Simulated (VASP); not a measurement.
MnO:

```
Mn O
1.0
     0.00000    2.22391    2.22391
     2.22391    0.00000    2.22391
     2.22391    2.22391    0.00000
Mn O
1 1
Direct
  0.00000 0.00000 0.00000
  0.50000 0.50000 0.50000
```

| Item | Value |
| --- | --- |
| Program | VASP 6.6.1 |
| Task | relaxation of cell and atoms |
| Functional | BLYP |
| Dispersion | D4 |
| Potentials or basis | VASP PAW PBE potentials, release 64 (Mn_pv, O) |
| Cutoff | 600 eV |
| k mesh | 10 × 10 × 10 |
| Occupations | fermi-dirac, width 0.05 eV |
| Spin | collinear spin, ferromagnetic start |
| Starting moments | [4.0, 0.0] μB |

At the start: pressure -3.1 GPa; volume 11.00 Å³/atom.

Problem. Where does the relaxation end?

Solution. Over 3 steps the energy falls by 3.9 meV/atom and the volume is 10.60 Å³/atom (-3.6 %); space group Fm-3m (No. 225, to 0.1 Å) before and after; moment 4.57 μB per cell.

Step by step:
| step | energy change (eV) | largest force (eV/Å) | pressure (GPa) | volume (Å³) |
| --- | --- | --- | --- | --- |
| 1 | 0.0000 | 0.0000 | -3.14 | 22.00 |
| 2 | -0.0078 | 0.0000 | -0.50 | 21.32 |
| 3 | -0.0079 | 0.0000 | 0.14 | 21.20 |

Final structure:
```
CELL_PARAMETERS angstrom
0.00000 2.19667 2.19667
2.19667 0.00000 2.19667
2.19667 2.19667 0.00000
ATOMIC_POSITIONS crystal
Mn 0.00000 0.00000 0.00000
O 0.50000 0.50000 0.50000
```

Caveat: the PAW data sets were made with another functional, which shifts forces and pressure a little; a cell with one magnetic atom can't hold antiferromagnetic order, which such compounds often take.
